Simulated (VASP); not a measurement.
Here is a VASP 6.6.1 calculation.

The input INCAR:

```
  PREC = Accurate
  ENCUT = 520
  EDIFF = 1E-6
  ISMEAR = 0
  SIGMA = 0.15
  LREAL = False
  LASPH = True
  NELM = 150
  ALGO = Normal
  ISIF = 2
  LWAVE = False
  LCHARG = False
  ISPIN = 2
  MAGMOM = 0.125
  LORBIT = 11
  NUPDOWN = 0.125
  LMAXMIX = 4
  GGA = PE
  NBANDS = 16
```

KPOINTS

```
Automatic mesh
0
Gamma
  20 20 20
```

File POSCAR:

```
Ti
1.0
    0.0000000000      2.0140264001      2.0140264001
    2.0140264001      0.0000000000      2.0140264001
    2.0140264001      2.0140264001      0.0000000000
Ti
1
Direct
    0.0000000000      0.0000000000      0.0000000000
```

Potentials or basis: VASP PAW PBE potentials, release 64 (Ti_sv).

Launch:

```console
$ cat potpaw_PBE.64/Ti_sv/POTCAR > POTCAR
$ mpirun -np 1 vasp_std > vasp.out
```

Q: What does it give for the pressure?

A: 7.2 GPa.

Caveat: the cell stands under pressure; the total moment is fixed, so each spin has its own Fermi level and the state may be an excited one.
